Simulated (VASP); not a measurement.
BiTe, 2 atoms in the cell. Symmetry: R-3m, No. 166, trigonal system. The conventional cell has a = 4.845 Å, b = 4.845 Å, c = 9.952 Å, α = 90.00°, β = 90.00°, γ = 120.00°. Within 4.3 Å of Bi (site symmetry -3m) lie 6 Te at 3.25 Å. Within 4.3 Å of Te (site symmetry -3m) lie 6 Bi at 3.25 Å. 

| Item | Value |
| --- | --- |
| Program | VASP 6.6.1 |
| Task | relaxation of cell and atoms |
| Functional | revPBE |
| Dispersion | D4 |
| Potentials or basis | VASP PAW PBE potentials, release 64 (Bi_d, Te) |
| Cutoff | 600 eV |
| k mesh | 7 × 7 × 7 |
| Occupations | fermi-dirac, width 0.05 eV |
| Spin | no spin polarisation |
| Dipole correction | no |
| Further INCAR settings | ALGO = Normal; EDIFF = 1e-06; IBRION = 2; EDIFFG = -0.01; NSW = 60; ISIF = 3 |

Potentials or basis: VASP PAW PBE potentials, release 64 (Bi_d, Te).

The run is started by

```console
$ cat potpaw_PBE.64/Bi_d/POTCAR potpaw_PBE.64/Te/POTCAR > POTCAR
$ mpirun -np 1 vasp_std > vasp.out
```

Hardware: 1 thread of AMD EPYC 9R45 96-Core Processor (Zen 5) (shared host).

Q: How long does it take, and how much memory?

A: Run time: 3.2 min on 1 thread of AMD EPYC 9R45 96-Core Processor (Zen 5), with other jobs on the host, peak memory 0.22 GiB. Counts: scf iterations 87, k points 44, ion steps 13.
